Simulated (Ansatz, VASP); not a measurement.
## MgS: VASP beside Ansatz

File INCAR:

```
SYSTEM = MgS
PREC = Accurate ; ENCUT = 600
EDIFF = 1E-6 ; ISMEAR = 0
SIGMA = 0.05 ; LREAL = .False.
LASPH = .True. ; NELM = 120
ALGO = Normal ; ISIF = 2
LWAVE = .False. ; LCHARG = .False.
GGA = PE ; IVDW = 12
NBANDS = 11 ; GGA_COMPAT = .False.
```

KPOINTS

```
Automatic mesh
0
Gamma
  8 8 8
  0 0 0
```

Contents of POSCAR:

```
MgS
1.0
    0.0000000000      2.6016508254      2.6016508254
    2.6016508254      0.0000000000      2.6016508254
    2.6016508254      2.6016508254      0.0000000000
Mg S
1 1
Direct
    0.0000000000      0.0000000000      0.0000000000
    0.5000000000      0.5000000000      0.5000000000
```

Input for Ansatz:

```yaml
crystal:
  lattice:
    - [0.0, 2.6016508254, 2.6016508254]
    - [2.6016508254, 0.0, 2.6016508254]
    - [2.6016508254, 2.6016508254, 0.0]
  atoms:
    - { symbol: Mg, position: [0.0, 0.0, 0.0] }
    - { symbol: S, position: [0.5, 0.5, 0.5] }
basis:
  ecutwfc: 420
  ecutrho_ratio: 4
kpoints:
  mp_grid: { grid: [8, 8, 8] }
hamiltonian:
  xc: pbe
  dispersion: d3bj
scf:
  occupations: { method: gaussian, width: 0.05 }
output:
  forces: true
  stress: true
  eigenvalues: true
```

Alike in both runs: task single point; functional PBE; dispersion D3(BJ); k mesh 8 × 8 × 8; occupations gaussian, width 0.05 eV; no spin polarisation.

|  | VASP | Ansatz |
| --- | --- | --- |
| version | VASP 6.6.1 | Ansatz 0.2.0 |
| potentials or method | VASP PAW PBE potentials, release 64 (Mg, S), cutoff 600 eV | scalar-relativistic, plane waves, PAW |
| valence electrons in the cell | 8 | 16 |

```csv
,VASP,Ansatz,Ansatz less VASP
gap on the k mesh at the Fermi level (eV),2.78,2.79,+0.015
least direct gap on the mesh (eV),3.71,3.72,+0.012
pressure (GPa),-2.4,-2.1,+0.28
```

VASP's potentials hold 8 valence electrons a cell and Ansatz's 16, so a difference there can come from the potentials and not from the codes.
